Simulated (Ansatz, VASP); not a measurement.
B3P in VASP and in Ansatz

```
CELL_PARAMETERS angstrom
4.08789 0.00000 0.00000
-2.04395 3.54022 0.00000
0.00000 0.00000 2.94208
ATOMIC_POSITIONS crystal
B 0.52690 0.47310 0.50000
B 0.52690 0.05380 0.50000
B 0.94620 0.47310 0.50000
P 0.33333 0.66667 0.00000
```

Alike in both runs: task relaxation of cell and atoms; functional PBE; k mesh 12 × 12 × 16; occupations gaussian, width 0.1 eV; no spin polarisation.

|  | VASP | Ansatz |
| --- | --- | --- |
| version | VASP 6.6.1 | Ansatz 0.2.0 |
| potentials or method | VASP PAW PBE potentials, release 64 (B, P), cutoff 500 eV | scalar-relativistic, plane waves, PAW |
| valence electrons in the cell | 14 | 14 |

|  | VASP | Ansatz | Ansatz less VASP |
| --- | --- | --- | --- |
| gap on the k mesh at the Fermi level, each at its own relaxed structure (eV) | none | none | - |
| relaxed volume (Å³/atom) | 10.61 | 10.62 | +0.013 |
| relaxed cell length with the largest relative difference (Å) | 4.066 | 4.069 | +0.0026 |

A gap of «none» marks a metal or a gap that the smearing closes.
